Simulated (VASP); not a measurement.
# C in VASP: further runs

C is run at these levels: PBEsol; tasks: single point.

Program: VASP 6.6.1. These are calculated values, not measurements. Logs are shortened: lines on timing, memory, paths and dates and some standing lists are left out, and cuts for length are marked.

## Step 1: The cell of the first run

The cell holds a slab with vacuum, 10 atoms: a = 2.459 Å, b = 2.459 Å, c = 29.646 Å, α = 90.00°, β = 90.00°, γ = 120.01°.

## Step 2: Single point, PBEsol

INCAR

```
SYSTEM = C
PREC = Accurate ; ENCUT = 520
EDIFF = 1E-7 ; ISMEAR = 0
SIGMA = 0.1 ; LREAL = .False.
LASPH = .True. ; NELM = 80
ALGO = Normal ; ISIF = 2
LWAVE = .False. ; LCHARG = .False.
LDIPOL = .True. ; IDIPOL = 3
DIPOL = 0.5 0.5 0.500 ; GGA = PS
NBANDS = 31
```

KPOINTS

```
regular mesh
0
Gamma
  15 15 1
  0 0 0
```

POSCAR

```
C
1.0
    2.4591607850      0.0000000000      0.0000000000
   -1.2295803925      2.1291862897      0.0000000000
    0.0000000000      0.0000000000     29.6464232427
C
10
Direct
    0.0833204452      0.1666408905      0.2529816140
    0.4166795548      0.8333591095      0.2529816140
    0.5833204452      0.1666408905      0.3764896220
    0.9166795548      0.8333591095      0.3764896220
    0.0833204452      0.1666408905      0.5000000000
    0.4166795548      0.8333591095      0.5000000000
    0.5833204452      0.1666408905      0.6235080081
    0.9166795548      0.8333591095      0.6235080081
    0.0833204452      0.1666408905      0.7470183860
    0.4166795548      0.8333591095      0.7470183860
```

Potentials or basis: VASP PAW PBE potentials, release 64 (C).

Command:

```bash
$ cat potpaw_PBE.64/C/POTCAR > POTCAR
$ mpirun -np 1 vasp_std > vasp.out
```

OUTCAR:

```text
SYSTEM = C
   PREC = Accurate
   ENCUT = 520
   EDIFF = 1E-7
   ISMEAR = 0
   LREAL = .False.
   LASPH = .True.
   NELM = 80
   ISIF = 2
   GGA = PS

 ion  position               nearest neighbor table
   1  0.083  0.167  0.253-   2 1.42   2 1.42   2 1.42
   2  0.417  0.833  0.253-   1 1.42   1 1.42   1 1.42
   3  0.583  0.167  0.376-   4 1.42   4 1.42   4 1.42
   4  0.917  0.833  0.376-   3 1.42   3 1.42   3 1.42
   5  0.083  0.167  0.500-   6 1.42   6 1.42   6 1.42
   6  0.417  0.833  0.500-   5 1.42   5 1.42   5 1.42
   7  0.583  0.167  0.624-   8 1.42   8 1.42   8 1.42
   8  0.917  0.833  0.624-   7 1.42   7 1.42   7 1.42
   9  0.083  0.167  0.747-  10 1.42  10 1.42  10 1.42
  10  0.417  0.833  0.747-   9 1.42   9 1.42   9 1.42

  Warning from LATTYP: Monoclinic adjustment (A1->A3, A2->A1, A3->A2)!
  LATTYP: Found a base centered orthorhombic cell.
 ALAT       =     2.4591607850
 B/A-ratio  =     1.7316365019
 C/A-ratio  =    12.0555042287

  Lattice vectors:

 A1 = (   1.2295803925,  -2.1291862897,   0.0000000000)
 A2 = (   1.2295803925,   2.1291862897,   0.0000000000)
 A3 = (   0.0000000000,   0.0000000000,  29.6464232427)

Analysis of symmetry for initial positions (statically):
=====================================================================
 Subroutine PRICEL returns:
 Original cell was already a primitive cell.

 Routine SETGRP: Setting up the symmetry group for a
 base centered orthorhombic supercell.

 Subroutine GETGRP returns: Found  8 space group operations
 (whereof  4 operations were pure point group operations)
 out of a pool of  8 trial point group operations.

The static configuration has the point symmetry C_2v.
 The point group associated with its full space group is D_2h.

Analysis of symmetry for dynamics (positions and initial velocities):
=====================================================================
 Subroutine PRICEL returns:
 Original cell was already a primitive cell.

 Routine SETGRP: Setting up the symmetry group for a
 base centered orthorhombic supercell.

 Subroutine GETGRP returns: Found  8 space group operations
 (whereof  4 operations were pure point group operations)
 out of a pool of  8 trial point group operations.

The dynamic configuration has the point symmetry C_2v.
 The point group associated with its full space group is D_2h.

 Subroutine INISYM returns: Found  8 space group operations
 (whereof  4 operations are pure point group operations),
 and found     1 'primitive' translations

----------------------------------------------------------------------------------------

                                     Primitive cell

  volume of cell :     155.2290

  direct lattice vectors                    reciprocal lattice vectors
     2.459160785  0.000000000  0.000000000     0.406642789  0.234831495  0.000000000
    -1.229580392  2.129186290  0.000000000     0.000000000  0.469662990  0.000000000
     0.000000000  0.000000000 29.646423243     0.000000000  0.000000000  0.033730882

  length of vectors
     2.459160785  2.458719626 29.646423243     0.469578736  0.469662990  0.033730882

  position of ions in fractional coordinates (direct lattice)
     0.083320445  0.166640890  0.252981614
     0.416679555  0.833359110  0.252981614
     0.583320445  0.166640890  0.376489622
     0.916679555  0.833359110  0.376489622
     0.083320445  0.166640890  0.500000000
     0.416679555  0.833359110  0.500000000
     0.583320445  0.166640890  0.623508008
     0.916679555  0.833359110  0.623508008
     0.083320445  0.166640890  0.747018386
     0.416679555  0.833359110  0.747018386

  ion indices of the primitive-cell ions
   primitive index   ion index
                 1           1
                 2           2
                 3           3
                 4           4
                 5           5
                 6           6
                 7           7
                 8           8
                 9           9
                10          10

----------------------------------------------------------------------------------------

 KPOINTS: regular mesh

Automatic generation of k-mesh.
 Grid dimensions read from file:
 generate k-points for:   15   15    1

 Generating k-lattice:

  Cartesian coordinates                     Fractional coordinates (reciprocal lattice)
     0.027109519  0.015655433  0.000000000     0.066666667  0.000000000  0.000000000
     0.000000000  0.031310866  0.000000000     0.000000000  0.066666667  0.000000000
     0.000000000  0.000000000  0.033730882     0.000000000  0.000000000  1.000000000

  Length of vectors
     0.031305249  0.031310866  0.033730882

  Shift w.r.t. Gamma in fractional coordinates (k-lattice)
     0.000000000  0.000000000  0.000000000

 Subroutine IBZKPT returns following result:
 ===========================================

 Found     64 irreducible k-points:

 Following reciprocal coordinates:
            Coordinates               Weight
  0.000000  0.000000  0.000000      1.000000
  0.066667 -0.000000  0.000000      4.000000
  0.133333  0.000000  0.000000      4.000000
  0.200000 -0.000000  0.000000      4.000000
  0.266667  0.000000  0.000000      4.000000
  0.333333 -0.000000  0.000000      4.000000
[... 16 lines left out ...]
  0.000000  0.133333  0.000000      2.000000
  0.066667  0.133333  0.000000      4.000000
 [... further k-points ...]
   k-points           NKPTS =     64   k-points in BZ     NKDIM =     64   number of bands    NBANDS=     31
   number of dos      NEDOS =    301   number of ions     NIONS =     10
   total plane-waves  NPLWV =  72576
   dimension x,y,z NGX =    18 NGY =   18 NGZ =  224
   dimension x,y,z NGXF=    36 NGYF=   36 NGZF=  448
   ions per type =              10
   NGX,Y,Z   is equivalent  to a cutoff of  12.17, 12.17, 12.56 a.u.
   NGXF,Y,Z  is equivalent  to a cutoff of  24.34, 24.34, 25.12 a.u.
 SYSTEM =  C
   PREC   = accura    normal or accurate (medium, high low for compatibility)
   ISTART =      0    job   : 0-new  1-cont  2-samecut
   ICHARG =      2    charge: 1-file 2-atom 10-const
   ISPIN  =      1    spin polarized calculation?
   LNONCOLLINEAR =      F non collinear calculations
   LSORBIT =      F    spin-orbit coupling
   LASPH  =      T    aspherical Exc in radial PAW
   ENCUT  =  520.0 eV  38.22 Ry    6.18 a.u.   4.57  4.57 55.12*2*pi/ulx,y,z
   NELM   =     80;   NELMIN=  2; NELMDL= -5     # of ELM steps
   EDIFF  = 0.1E-06   stopping-criterion for ELM
   LREAL  =      F    real-space projection
   EDIFFG = 0.1E-05   stopping-criterion for IOM
   NSW    =      0    number of steps for IOM
   IBRION =     -1    ionic relax: 0-MD 1-quasi-New 2-CG
   NFREE  =      0    steps in history (QN), initial steepest desc. (CG)
   ISIF   =      2    stress and relaxation
   ISYM   =      2    0-nonsym 1-usesym 2-fastsym
   POTIM  = 0.5000    time-step for ionic-motion
   TEBEG  =    0.0;   TEEND  =   0.0 temperature during run
   PSTRESS=    0.0 pullay stress
   NELECT =      40.0000    total number of electrons
   NUPDOWN=      -1.0000    fix difference up-down
   EMIN   =  10.00;   EMAX   =-10.00  energy-range for DOS
   EFERMI =   0.00;   METHOD = LEGACY
   ISMEAR =     0;   SIGMA  =   0.10  broadening in eV -4-tet -1-fermi 0-gaus
   EFERMI_NEDOS =   21; number of points for ismear=-14 and -15
   IALGO  =     38    algorithm
   IMIX   =      4    mixing-type and parameters
     AMIX     =   0.40;   BMIX     =  1.00
     AMIX_MAG =   1.60;   BMIX_MAG =  1.00
  volume/ion in A,a.u.               =      15.52       104.75
  Fermi-wavevector in a.u.,A,eV,Ry     =   1.041767  1.968654 14.766106  1.085278
  Thomas-Fermi vector in A             =   2.176402
   LORBIT       =      0    0 simple, 1 ext, 2 COOP (PROOUT), +10 PAW based schemes
   GGA     = PS    functional components
   LHFCALC =     F    Hartree Fock is set to
   AEXX    =    0.0000 exact exchange contribution
   IVDW    =     0    specifies the selected vdW correction
   LEPSILON=     F    determine dielectric tensor
   LRPA    =     F    only Hartree local field effects (RPA)
 non-spin polarized calculation
 Gauss-broadening in eV      SIGMA  =   0.10
  energy-cutoff  :      520.00
  volume of cell :      155.23
 maximum number of plane-waves:      4234
   NGX =  9   NGY =  9   NGZ =111

 number of electron      39.9999989 magnetization

 dipolmoment           0.000000      0.000000      0.000547 electrons x Angstroem

 Free energy of the ion-electron system (eV)
  ---------------------------------------------------
  ext. energy  EPLUGINS =         0.00000000
  ---------------------------------------------------
  free energy    TOTEN  =       -96.43568466 eV

  energy without entropy =      -96.43375404  energy(sigma->0) =      -96.43471935

 E-fermi :   0.7701     XC(G=0):  -6.3591

 val. band max:        0.7027800544   @ k =   0.3333   0.3333   0.0000
 cond. band min:       0.7717304893   @ k =   0.3333   0.3333   0.0000
 fundamental gap:      0.0689504350
 Fermi energy:         0.7700870988

 k-point     1 :       0.0000    0.0000    0.0000
  band No.  band energies     occupation
      1     -18.8354      2.00000
      2     -18.8091      2.00000
      3     -18.7727      2.00000
      4     -18.7336      2.00000
      5     -18.7024      2.00000
      6      -7.4558      2.00000
[... 23 lines left out ...]
     30       9.1034      0.00000
     31       9.1099      0.00000

 k-point     2 :       0.0667   -0.0000    0.0000
  band No.  band energies     occupation
      1     -18.7293      2.00000
      2     -18.7032      2.00000
      3     -18.6670      2.00000
      4     -18.6282      2.00000
      5     -18.5973      2.00000
      6      -7.3269      2.00000
[... 23 lines left out ...]
     30       9.1689      0.00000
     31       9.1792      0.00000

 k-point     3 :       0.1333    0.0000    0.0000
  band No.  band energies     occupation
      1     -18.4118      2.00000
      2     -18.3862      2.00000
      3     -18.3509      2.00000
      4     -18.3129      2.00000
      5     -18.2826      2.00000
      6      -6.9420      2.00000
[... 23 lines left out ...]
     30       9.2006      0.00000
     31       9.2124      0.00000

 k-point     4 :       0.2000   -0.0000    0.0000
  band No.  band energies     occupation
      1     -17.8850      2.00000
      2     -17.8604      2.00000
      3     -17.8263      2.00000
      4     -17.7897      2.00000
      5     -17.7603      2.00000
      6      -6.3070      2.00000
[... 23 lines left out ...]
     30       9.0800      0.00000
     31       9.0844      0.00000

 k-point     5 :       0.2667    0.0000    0.0000
  band No.  band energies     occupation
      1     -17.1532      2.00000
      2     -17.1298      2.00000
      3     -17.0976      2.00000
      4     -17.0628      2.00000
      5     -17.0347      2.00000
      6      -7.0946      2.00000
[... 23 lines left out ...]
     30       7.9858      0.00000
     31       8.7577      0.00000
[... 542 lines left out ...]
     30       9.4984      0.00000
     31       9.5115      0.00000

 k-point    22 :      -0.1333    0.0667    0.0000
  band No.  band energies     occupation
      1     -18.5176      2.00000
      2     -18.4918      2.00000
      3     -18.4562      2.00000
      4     -18.4179      2.00000
      5     -18.3874      2.00000
      6      -7.0699      2.00000
[... 23 lines left out ...]
     30       9.3441      0.00000
     31       9.3520      0.00000

 k-point    23 :       0.0000    0.1333    0.0000
  band No.  band energies     occupation
      1     -18.4116      2.00000
      2     -18.3860      2.00000
      3     -18.3507      2.00000
      4     -18.3128      2.00000
      5     -18.2824      2.00000
      6      -6.9423      2.00000
[... 23 lines left out ...]
     30       9.1975      0.00000
     31       9.2100      0.00000

 k-point    24 :       0.0667    0.1333    0.0000
  band No.  band energies     occupation
      1     -18.0952      2.00000
      2     -18.0701      2.00000
      3     -18.0355      2.00000
      4     -17.9984      2.00000
      5     -17.9686      2.00000
      6      -6.5605      2.00000
[... 23 lines left out ...]
     30       9.4790      0.00000
     31       9.4919      0.00000

 [... further k-points ...]

------------------------ aborting loop because EDIFF is reached ----------------------------------------

 vacuum level on the upper side and lower side of the slab       (xc-potential included)        -0.071        -0.091

  FORCE on cell =-STRESS in cart. coord.  units (eV):
  Direction    XX          YY          ZZ          XY          YZ          ZX
  --------------------------------------------------------------------------------------
  -------------------------------------------------------------------------------------
  Total        0.5782768      0.5879369     -0.0494690      0.0000000      0.0000000      0.0000000
  in kB        5.9686131      6.0683188     -0.5105883      0.0000000      0.0000000      0.0000000
  external PRESSURE =       3.8421146 kB  Pullay stress =       0.0000000 kB

 VOLUME and BASIS-vectors are now :
 -----------------------------------------------------------------------------
  energy-cutoff  :      520.00
  volume of cell :      155.23
      direct lattice vectors                 reciprocal lattice vectors
     2.459160785  0.000000000  0.000000000     0.406642789  0.234831495  0.000000000
    -1.229580392  2.129186290  0.000000000     0.000000000  0.469662990  0.000000000
     0.000000000  0.000000000 29.646423243     0.000000000  0.000000000  0.033730882

 POSITION                                       TOTAL-FORCE (eV/Angst)
 -----------------------------------------------------------------------------------
     -0.00000      0.35481      7.50000         0.000000      0.001841      0.000511
      0.00000      1.77438      7.50000        -0.000000     -0.001841      0.000511
      1.22958      0.35481     11.16157         0.000000      0.000592     -0.000829
      1.22958      1.77438     11.16157         0.000000     -0.000592     -0.000829
     -0.00000      0.35481     14.82321         0.000000      0.000408     -0.000000
      0.00000      1.77438     14.82321         0.000000     -0.000408     -0.000000
      1.22958      0.35481     18.48478         0.000000      0.000592      0.000829
      1.22958      1.77438     18.48478         0.000000     -0.000592      0.000829
     -0.00000      0.35481     22.14642         0.000000      0.001841     -0.000511
      0.00000      1.77438     22.14642        -0.000000     -0.001841     -0.000511
 -----------------------------------------------------------------------------------
    total drift:                               -0.000000      0.000000      0.125684

  FREE ENERGIE OF THE ION-ELECTRON SYSTEM (eV)
  ---------------------------------------------------
  free  energy   TOTEN  =       -96.4356846644 eV

  energy  without entropy=      -96.4337540379  energy(sigma->0) =      -96.43471935

 vacuum level on the upper side and lower side of the slab         5.042         5.021
```

Wall time 5.4 min (1 thread of Intel Xeon Platinum 8488C (Sapphire Rapids), shared host); peak memory 0.37 GiB.

What came out:

* Free energy: -96.4357 eV
* Band gap on the k mesh: zero (filled and empty bands touch)

Caveat: the PAW data sets were made with another functional, which shifts forces and pressure a little.

(Continued in part 2 of 2.)

The gap in the log of VASP goes by the Fermi energy; the results here count the filled bands.